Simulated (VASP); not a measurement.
The system is MoS2.

```
CELL_PARAMETERS angstrom
3.22746 0.00000 0.00000
-1.61373 2.79507 0.00000
0.00000 0.00000 6.31247
ATOMIC_POSITIONS crystal
Mo 0.00000 0.00000 0.50000
S 0.66667 0.33333 0.74468
S 0.33333 0.66667 0.25532
```

Base run:

| Property | Result |
| --- | --- |
| Program | VASP 6.6.1 |
| Functional | r2SCAN |
| Potentials or basis | VASP PAW PBE potentials, release 64 (Mo_sv, S) |
| Cutoff | 520 eV |
| k mesh | 9 × 9 × 4 |
| Occupations | fermi-dirac, width 0.05 eV |
| Spin | no spin polarisation |

Its results: band gap on the k mesh zero (band 13 reaches 7.54 eV, above the bottom of band 14 at 6.34 eV); pressure 0.0 GPa; largest force 0.087 eV/Å.

Problem. The run is repeated on the same cell with these changes: functional from r2SCAN to RPBE; dispersion from none to D3(BJ). What comes out?

Solution. Band gap on the k mesh zero (band 13 reaches 7.65 eV, above the bottom of band 14 at 6.60 eV); pressure -13.8 GPa; largest force 0.249 eV/Å.

Several settings changed at once, so the effect can't be laid on one alone.

Caveats: the PAW data sets were made with another functional, which shifts forces and pressure a little.
